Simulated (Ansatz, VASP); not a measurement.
# Mg2CdO3: VASP beside Ansatz

```
Mg Cd O
1.0
     3.11839    0.00000    0.00000
    -1.55920    2.70061    0.00000
     0.00000    0.00000    7.78646
Mg Cd O
2 1 3
Direct
  0.33333 0.66667 0.34372
  0.66667 0.33333 0.65628
  0.00000 0.00000 0.00000
  0.66667 0.33333 0.19497
  0.33333 0.66667 0.80503
  0.00000 0.00000 0.50000
```

Alike in both runs: functional PBE; k mesh 12 × 12 × 4; occupations gaussian, width 0.02 eV; no spin polarisation.

Ansatz relaxed the structure, and its values are those at the end. VASP's run is a single point on that final structure, the one shown.

|  | VASP | Ansatz |
| --- | --- | --- |
| version | VASP 6.6.1 | Ansatz 0.2.0 |
| potentials or method | VASP PAW PBE potentials, release 64 (Mg, Cd, O), cutoff 520 eV | scalar-relativistic, plane waves, PAW |
| valence electrons in the cell | 34 | 58 |

```csv
,VASP,Ansatz,Ansatz less VASP
gap on the k mesh at the Fermi level (eV),1.93,1.95,+0.018
least direct gap on the mesh (eV),2.07,2.09,+0.017
pressure (GPa),0.1,0.0,-0.17
rms of the force components (eV/Å),0.038,0.000,-0.0383
```

With one functional, cell and mesh, what is left measures potentials, basis and numerics. VASP's potentials hold 34 valence electrons a cell and Ansatz's 58, so a difference there can come from the potentials and not from the codes.
